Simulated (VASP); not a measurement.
# Ga2As (P1) in VASP: single point with PBE

Aim: the single point of Ga2As with PBE.

All numbers are computed with VASP 6.6.1; they aren't measurements. Logs are shortened: lines on timing, memory, paths and dates and some standing lists are left out, and cuts for length are marked.

## Step 1: The cell of the first run

The typed cell holds 6 atoms: a = 3.900 Å, b = 3.731 Å, c = 8.359 Å, α = 90.02°, β = 89.98°, γ = 90.00°.

## Step 2: Single point, PBE

Input file INCAR:

```
SYSTEM = Ga2As
ALGO = Fast
EDIFF = 1E-6
ENCUT = 520
GGA = PE
ISIF = 2
ISMEAR = 0
LASPH = .TRUE.
LCHARG = .FALSE.
LREAL = .FALSE.
LWAVE = .FALSE.
NBANDS = 40
NELM = 80
PREC = Accurate
SIGMA = 0.1
```

Input file KPOINTS:

```
k-points
0
G
  6 6 4
  0 0 0
```

Input file POSCAR:

```
Ga2As
1.0
    3.9002025575     -0.0004604040      0.0012300201
    0.0004610882      3.7311734267     -0.0027876128
    0.0008356508      0.0029039342      8.3594954081
Ga As
4 2
Direct
   -0.0009914043      0.0008830517     -0.0610205035
    0.4990923454      0.5010252383      0.0609913826
    0.0004766357      0.4993010413      0.3665963231
    0.5003085239      0.9994829138      0.6333719051
    1.0002867366      0.4995436092      0.6870589301
    0.5008271627     -0.0002358544      0.3130019627
```

Potentials or basis: VASP PAW PBE potentials, release 64 (Ga_d, As).

Launch:

```
$ cat potpaw_PBE.64/Ga_d/POTCAR potpaw_PBE.64/As/POTCAR > POTCAR
$ mpirun -np 1 vasp_std > vasp.out
```

OUTCAR:

```text
SYSTEM = Ga2As
   EDIFF = 1E-6
   ENCUT = 520
   GGA = PE
   ISIF = 2
   ISMEAR = 0
   LASPH = .TRUE.
   LREAL = .FALSE.
   NELM = 80
   PREC = Accurate

 ion  position               nearest neighbor table
   1  0.999  0.001  0.939-   5 2.81   5 2.82   2 2.88   2 2.88   2 2.89   2 2.89
   2  0.499  0.501  0.061-   6 2.81   6 2.82   1 2.88   1 2.88   1 2.89   1 2.89
   3  0.000  0.499  0.367-   5 2.68   6 2.73   6 2.74   6 2.74   6 2.74
   4  0.500  0.999  0.633-   6 2.68   5 2.74   5 2.74   5 2.74   5 2.74
   5  0.000  0.500  0.687-   3 2.68   4 2.74   4 2.74   4 2.74   4 2.74   1 2.81   1 2.82
   6  0.501  1.000  0.313-   4 2.68   3 2.73   3 2.74   3 2.74   3 2.74   2 2.81   2 2.82

  LATTYP: Found a triclinic cell.
 ALAT       =     3.9002027786
 B/A-ratio  =     1.3839117311
 C/A-ratio  =     2.1433490587
 COS(alpha) =     0.0000237729
 COS(beta)  =     0.0004152966
 COS(gamma) =     0.7225930986

  Lattice vectors:

 A1 = (   3.9002025575,  -0.0004604040,   0.0012300201)
 A2 = (   3.9006636457,   3.7307130227,  -0.0015575927)
 A3 = (   0.0008356508,   0.0029039342,   8.3594954081)

Analysis of symmetry for initial positions (statically):
=====================================================================
 Subroutine PRICEL returns:
 Original cell was already a primitive cell.

 Routine SETGRP: Setting up the symmetry group for a
 triclinic supercell.

 Subroutine GETGRP returns: Found  1 space group operations
 (whereof  1 operations were pure point group operations)
 out of a pool of  2 trial point group operations.

The static configuration has the point symmetry C_1 .

Analysis of symmetry for dynamics (positions and initial velocities):
=====================================================================
 Subroutine PRICEL returns:
 Original cell was already a primitive cell.

 Routine SETGRP: Setting up the symmetry group for a
 triclinic supercell.

 Subroutine GETGRP returns: Found  1 space group operations
 (whereof  1 operations were pure point group operations)
 out of a pool of  2 trial point group operations.

The dynamic configuration has the point symmetry C_1 .

 Subroutine INISYM returns: Found  1 space group operations
 (whereof  1 operations are pure point group operations),
 and found     1 'primitive' translations

----------------------------------------------------------------------------------------

                                     Primitive cell

  volume of cell :     121.6502

  direct lattice vectors                    reciprocal lattice vectors
     3.900202558 -0.000460404  0.001230020     0.256396944 -0.000031704 -0.000025620
     0.000461088  3.731173427 -0.002787613     0.000031667  0.268012127 -0.000093106
     0.000835651  0.002903934  8.359495408    -0.000037716  0.000089378  0.119624418

  length of vectors
     3.900202779  3.731174497  8.359495954     0.256396947  0.268012145  0.119624457

  position of ions in fractional coordinates (direct lattice)
     0.999008596  0.000883052  0.938979496
     0.499092345  0.501025238  0.060991383
     0.000476636  0.499301041  0.366596323
     0.500308524  0.999482914  0.633371905
     0.000286737  0.499543609  0.687058930
     0.500827163  0.999764146  0.313001963

  ion indices of the primitive-cell ions
   primitive index   ion index
                 1           1
                 2           2
                 3           3
                 4           4
                 5           5
                 6           6

----------------------------------------------------------------------------------------

 KPOINTS: k-points

Automatic generation of k-mesh.
 Grid dimensions read from file:
 generate k-points for:    6    6    4

 Generating k-lattice:

  Cartesian coordinates                     Fractional coordinates (reciprocal lattice)
     0.042732824 -0.000005284 -0.000004270     0.166666667  0.000000000  0.000000000
     0.000005278  0.044668688 -0.000015518    -0.000000000  0.166666667  0.000000000
    -0.000009429  0.000022344  0.029906104     0.000000000  0.000000000  0.250000000

  Length of vectors
     0.042732825  0.044668691  0.029906114

  Shift w.r.t. Gamma in fractional coordinates (k-lattice)
     0.000000000  0.000000000  0.000000000

 Subroutine IBZKPT returns following result:
 ===========================================

 Found     76 irreducible k-points:

 Following reciprocal coordinates:
            Coordinates               Weight
  0.000000  0.000000  0.000000      1.000000
  0.166667  0.000000 -0.000000      2.000000
  0.333333  0.000000 -0.000000      2.000000
  0.500000  0.000000 -0.000000      1.000000
 -0.000000  0.166667  0.000000      2.000000
  0.166667  0.166667  0.000000      2.000000
[... 16 lines left out ...]
  0.333333 -0.000000  0.250000      2.000000
  0.500000  0.000000  0.250000      2.000000
 [... further k-points ...]
   k-points           NKPTS =     76   k-points in BZ     NKDIM =     76   number of bands    NBANDS=     40
   number of dos      NEDOS =    301   number of ions     NIONS =      6
   total plane-waves  NPLWV =  53760
   dimension x,y,z NGX =    30 NGY =   28 NGZ =   64
   dimension x,y,z NGXF=    60 NGYF=   56 NGZF=  128
   ions per type =               4   2
   NGX,Y,Z   is equivalent  to a cutoff of  12.79, 12.48, 12.73 a.u.
   NGXF,Y,Z  is equivalent  to a cutoff of  25.57, 24.95, 25.46 a.u.
 SYSTEM =  Ga2As
   PREC   = accura    normal or accurate (medium, high low for compatibility)
   ISTART =      0    job   : 0-new  1-cont  2-samecut
   ICHARG =      2    charge: 1-file 2-atom 10-const
   ISPIN  =      1    spin polarized calculation?
   LNONCOLLINEAR =      F non collinear calculations
   LSORBIT =      F    spin-orbit coupling
   LASPH  =      T    aspherical Exc in radial PAW
   ENCUT  =  520.0 eV  38.22 Ry    6.18 a.u.   7.25  6.94 15.54*2*pi/ulx,y,z
   NELM   =     80;   NELMIN=  2; NELMDL= -5     # of ELM steps
   EDIFF  = 0.1E-05   stopping-criterion for ELM
   LREAL  =      F    real-space projection
   EDIFFG = 0.1E-04   stopping-criterion for IOM
   NSW    =      0    number of steps for IOM
   IBRION =     -1    ionic relax: 0-MD 1-quasi-New 2-CG
   NFREE  =      0    steps in history (QN), initial steepest desc. (CG)
   ISIF   =      2    stress and relaxation
   ISYM   =      2    0-nonsym 1-usesym 2-fastsym
   POTIM  = 0.5000    time-step for ionic-motion
   TEBEG  =    0.0;   TEEND  =   0.0 temperature during run
   PSTRESS=    0.0 pullay stress
   NELECT =      62.0000    total number of electrons
   NUPDOWN=      -1.0000    fix difference up-down
   EMIN   =  10.00;   EMAX   =-10.00  energy-range for DOS
   EFERMI =   0.00;   METHOD = LEGACY
   ISMEAR =     0;   SIGMA  =   0.10  broadening in eV -4-tet -1-fermi 0-gaus
   EFERMI_NEDOS =   21; number of points for ismear=-14 and -15
   IALGO  =     68    algorithm
   IMIX   =      4    mixing-type and parameters
     AMIX     =   0.40;   BMIX     =  1.00
     AMIX_MAG =   1.60;   BMIX_MAG =  1.00
  volume/ion in A,a.u.               =      20.28       136.82
  Fermi-wavevector in a.u.,A,eV,Ry     =   1.307679  2.471155 23.266293  1.710024
  Thomas-Fermi vector in A             =   2.438397
   LORBIT       =      0    0 simple, 1 ext, 2 COOP (PROOUT), +10 PAW based schemes
   GGA     = PE    functional components
   LHFCALC =     F    Hartree Fock is set to
   AEXX    =    0.0000 exact exchange contribution
   IVDW    =     0    specifies the selected vdW correction
   LEPSILON=     F    determine dielectric tensor
   LRPA    =     F    only Hartree local field effects (RPA)
 non-spin polarized calculation
 RMM-DIIS sequential band-by-band and
 Gauss-broadening in eV      SIGMA  =   0.10
  energy-cutoff  :      520.00
  volume of cell :      121.65
 maximum number of plane-waves:      3306
 NGX is ok and might be reduce to    30
   NGX = 15   NGY = 13   NGZ = 31

 number of electron      61.9999988 magnetization

 Free energy of the ion-electron system (eV)
  ---------------------------------------------------
  ext. energy  EPLUGINS =         0.00000000
  ---------------------------------------------------
  free energy    TOTEN  =       -20.93307084 eV

  energy without entropy =      -20.92468516  energy(sigma->0) =      -20.92887800

 E-fermi :   5.0977     XC(G=0): -10.4896

 val. band max:        5.0739231954   @ k =   0.5000   0.1667   0.5000
 cond. band min:       5.1457955269   @ k =   0.0000   0.5000  -0.0000
 fundamental gap:      0.0718723315
 Fermi energy:         5.0977350025

 k-point     1 :       0.0000    0.0000    0.0000
  band No.  band energies     occupation
      1      -9.9673      2.00000
      2      -9.8605      2.00000
      3      -9.8473      2.00000
      4      -9.8455      2.00000
      5      -9.8401      2.00000
      6      -9.8330      2.00000
[... 32 lines left out ...]
     39      12.1831      0.00000
     40      12.3217      0.00000

 k-point     2 :       0.1667    0.0000   -0.0000
  band No.  band energies     occupation
      1      -9.9494      2.00000
      2      -9.8601      2.00000
      3      -9.8534      2.00000
      4      -9.8410      2.00000
      5      -9.8383      2.00000
      6      -9.8373      2.00000
[... 32 lines left out ...]
     39      11.0258      0.00000
     40      11.4966      0.00000

 k-point     3 :       0.3333    0.0000   -0.0000
  band No.  band energies     occupation
      1      -9.9118      2.00000
      2      -9.8619      2.00000
      3      -9.8538      2.00000
      4      -9.8531      2.00000
      5      -9.8442      2.00000
      6      -9.8389      2.00000
[... 32 lines left out ...]
     39       9.8274      0.00000
     40      10.5161      0.00000

 k-point     4 :       0.5000    0.0000   -0.0000
  band No.  band energies     occupation
      1      -9.8795      2.00000
      2      -9.8794      2.00000
      3      -9.8598      2.00000
      4      -9.8597      2.00000
      5      -9.8412      2.00000
      6      -9.8411      2.00000
[... 32 lines left out ...]
     39       9.5684      0.00000
     40       9.5712      0.00000
[... 772 lines left out ...]
     39      10.7337      0.00000
     40      11.1791      0.00000

 k-point    23 :       0.3333   -0.0000    0.2500
  band No.  band energies     occupation
      1      -9.9106      2.00000
      2      -9.8597      2.00000
      3      -9.8554      2.00000
      4      -9.8495      2.00000
      5      -9.8441      2.00000
      6      -9.8421      2.00000
[... 32 lines left out ...]
     39       9.9091      0.00000
     40      10.2567      0.00000

 k-point    24 :       0.5000    0.0000    0.2500
  band No.  band energies     occupation
      1      -9.8777      2.00000
      2      -9.8776      2.00000
      3      -9.8572      2.00000
      4      -9.8572      2.00000
      5      -9.8465      2.00000
      6      -9.8464      2.00000
[... 32 lines left out ...]
     39       9.8718      0.00000
     40       9.8772      0.00000

 [... further k-points ...]
[... 5 lines left out ...]
  --------------------------------------------------------------------------------------
  -------------------------------------------------------------------------------------
  Total        0.1203429      0.1846093      0.1324820     -0.0000669      0.0035308     -0.0048702
  in kB        1.5849595      2.4313717      1.7448358     -0.0008817      0.0465022     -0.0641426
  external PRESSURE =       1.9203890 kB  Pullay stress =       0.0000000 kB

 VOLUME and BASIS-vectors are now :
 -----------------------------------------------------------------------------
  energy-cutoff  :      520.00
  volume of cell :      121.65
      direct lattice vectors                 reciprocal lattice vectors
     3.900202558 -0.000460404  0.001230020     0.256396944 -0.000031704 -0.000025620
     0.000461088  3.731173427 -0.002787613     0.000031667  0.268012127 -0.000093106
     0.000835651  0.002903934  8.359495408    -0.000037716  0.000089378  0.119624418

 POSITION                                       TOTAL-FORCE (eV/Angst)
 -----------------------------------------------------------------------------------
      3.89712      0.00556      7.85062         0.001666     -0.001460      0.002487
      1.94684      1.86936      0.50907         0.000044     -0.002154     -0.002362
      0.00240      1.86404      3.06317         0.000523      0.001284     -0.006446
      1.95229      3.73085      5.29250        -0.001257     -0.000503      0.007652
      0.00192      1.86588      5.74207         0.000598      0.002470      0.007380
      1.95405      3.73097      2.61437        -0.001574      0.000362     -0.008711
 -----------------------------------------------------------------------------------
    total drift:                               -0.000160      0.000126     -0.000617

  FREE ENERGIE OF THE ION-ELECTRON SYSTEM (eV)
  ---------------------------------------------------
  free  energy   TOTEN  =       -20.9330708423 eV

  energy  without entropy=      -20.9246851603  energy(sigma->0) =      -20.92887800
```

Wall time 2.7 min (1 thread of Intel Xeon 6975P-C (Granite Rapids), shared host); peak memory 0.42 GiB.

What came out:

```yaml
Free_energy: -20.9331 eV
Pressure: 0.2 GPa
Largest_force: 0.009 eV/Å
Band_gap_on_the_k_mesh: zero (bands 31 and 32 overlap by 5.09 eV)
```

Forces in eV/Å, atoms in the order of the input:
```
Ga   0.002 -0.001  0.002
Ga   0.000 -0.002 -0.002
Ga   0.001  0.001 -0.006
Ga  -0.001 -0.001  0.008
As   0.001  0.002  0.007
As  -0.002  0.000 -0.009
```

Levels at points of the mesh, in eV from the Fermi level:
```tsv
k point	band 29	band 30	band 31	band 32	band 33	band 34
(0.00, 0.00, 0.00)	-1.30	-0.88	-0.81	1.01	1.15	1.87
(0.50, 0.00, 0.00)	-0.27	-0.26	0.33	0.34	2.36	2.36
(0.00, 0.50, 0.00)	-0.24	-0.24	0.05	0.05	1.91	1.91
(0.50, 0.50, 0.00)	-3.34	-3.34	-3.09	-3.09	1.08	1.08
(0.00, 0.00, 0.50)	-1.64	-1.23	-0.09	0.51	1.61	2.42
(0.50, 0.00, 0.50)	-0.25	-0.25	2.00	2.00	2.81	2.81
(0.00, 0.50, 0.50)	-0.21	-0.21	1.84	1.84	2.12	2.13
(0.50, 0.50, 0.50)	-2.28	-2.28	-2.02	-2.01	-1.16	-1.16
```
